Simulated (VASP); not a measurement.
A run of VASP 6.6.1 is set up as follows.

File INCAR:

```
ALGO = Normal
EDIFF = 1E-6
ENCUT = 520
GGA = PE
ISIF = 2
ISMEAR = 0
IVDW = 12
LASPH = True
LCHARG = True
LELF = True
LREAL = False
LVHAR = True
LWAVE = False
NBANDS = 17
NELM = 80
PREC = Accurate
SIGMA = 0.03
```

File KPOINTS:

```
k-points
0
Gamma
  10 10 10
```

POSCAR

```
PbSe
1.0
   -0.2530347053      3.4044669445      3.0670873374
    3.4044669445     -0.2530347053      3.0670873374
    3.1514322392      3.1514322392      0.0000000000
Pb Se
1 1
Direct
    0.0000000000      0.0000000000      0.0000000000
    0.5000000000      0.5000000000      0.5000000000
```

Potentials or basis: VASP PAW PBE potentials, release 64 (Pb_d, Se).

Run with:

```console
$ cat potpaw_PBE.64/Pb_d/POTCAR potpaw_PBE.64/Se/POTCAR > POTCAR
$ mpirun -np 1 vasp_std > vasp.out
```

(1) Estimate the pressure.

(2) What does it give for the dispersion energy per atom?

Answers

(1) -5.7 GPa.

(2) -0.322 eV.

Caveat: the cell stands under tension.
